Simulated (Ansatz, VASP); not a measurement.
## Two plane-wave programs on Y2CI2

```
Y C I
1.0
     3.87819    0.00000    0.00000
    -1.93910    3.35861    0.00000
     0.00000    0.00000   11.06945
Y C I
2 1 2
Direct
  0.33333 0.66667 0.11828
  0.66667 0.33333 0.88172
  0.00000 0.00000 0.00000
  0.33333 0.66667 0.68699
  0.66667 0.33333 0.31301
```

Alike in both runs: task single point; functional LDA; k mesh 6 × 6 × 2; no spin polarisation.

|  | VASP | Ansatz |
| --- | --- | --- |
| version | VASP 6.6.1 | Ansatz 0.2.0 |
| potentials or method | VASP PAW LDA potentials, release 64 (Y_sv, C, I), cutoff 520 eV | plane waves, PAW |
| occupations | gaussian, width 0.01 eV | fixed |
| valence electrons in the cell | 40 | 60 |

|  | VASP | Ansatz | Ansatz less VASP |
| --- | --- | --- | --- |
| gap on the k mesh at the Fermi level (eV) | 0.43 | 0.45 | +0.013 |

LDA's correlation is that of Perdew and Zunger in VASP and of Perdew and Wang (1992) in Ansatz. VASP's potentials hold 40 valence electrons a cell and Ansatz's 60, so a difference there can come from the potentials and not from the codes.

Neither program's run includes spin-orbit coupling.
